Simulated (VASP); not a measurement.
Here is a VASP 6.6.1 calculation.

Contents of INCAR:

```
PREC = Accurate ; ENCUT = 520
EDIFF = 1E-7 ; ISMEAR = 0
SIGMA = 0.05 ; LREAL = F
LASPH = T ; NELM = 80
ALGO = Normal ; ISIF = 2
LWAVE = F ; LCHARG = F
GGA = PS ; NBANDS = 16
```

File KPOINTS:

```
Automatic mesh
0
Gamma
  9 9 6
```

POSCAR

```
MgO
1.0
    3.4174302779      0.0000000000      0.0000000000
   -1.7087151390      2.9595814363      0.0000000000
    0.0000000000      0.0000000000      3.8603292420
Mg O
2 2
Direct
    0.6666666667      0.3333333333      0.7500000000
    0.3333333333      0.6666666667      0.2500000000
    0.6666666667      0.3333333333      0.2500000000
    0.3333333333      0.6666666667      0.7500000000
```

Potentials or basis: VASP PAW PBE potentials, release 64 (Mg, O).

The run is started by

```sh
$ cat potpaw_PBE.64/Mg/POTCAR potpaw_PBE.64/O/POTCAR > POTCAR
$ mpirun -np 1 vasp_std > vasp.out
```

Task: What does it give for the band gap on the k mesh?

Result: 3.93 eV, direct.

Task: Predict the pressure.

Result: 23.6 GPa.

Stress tensor (GPa, compression positive):
```
15.53  0.00  0.00
 0.00 15.53  0.00
 0.00  0.00 39.70
```

Caveat: the PAW data sets were made with another functional, which shifts forces and pressure a little.
